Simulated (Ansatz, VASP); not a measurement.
GaSb3: VASP beside Ansatz

```
Ga Sb
1.0
    -3.01957    3.01957    3.01957
     3.01957   -3.01957    3.01957
     3.01957    3.01957   -3.01957
Ga Sb
1 3
Direct
  0.00000 0.00000 0.00000
  0.00000 0.50000 0.50000
  0.50000 0.00000 0.50000
  0.50000 0.50000 0.00000
```

Alike in both runs: functional PBE; k mesh 8 × 8 × 8; occupations gaussian, width 0.1 eV; no spin polarisation.

Ansatz relaxed the structure, and its values are those at the end. VASP's run is a single point on that final structure, the one shown.

```csv
,VASP,Ansatz
version,VASP 6.6.1,Ansatz 0.2.0
potentials or method,"VASP PAW PBE potentials, release 64 (Ga_d, Sb), cutoff 520 eV","scalar-relativistic, plane waves, PAW"
valence electrons in the cell,28,58
```

```tsv
	VASP	Ansatz	Ansatz less VASP
gap on the k mesh at the Fermi level (eV)	none	none	-
pressure (GPa)	0.0	0.0	-0.02
```

A gap of «none» marks a metal or a gap that the smearing closes. The functional is the same, so the differences come from potentials, cutoffs and numerics. VASP's potentials hold 28 valence electrons a cell and Ansatz's 58, so a difference there can come from the potentials and not from the codes.

Neither program's run includes spin-orbit coupling.
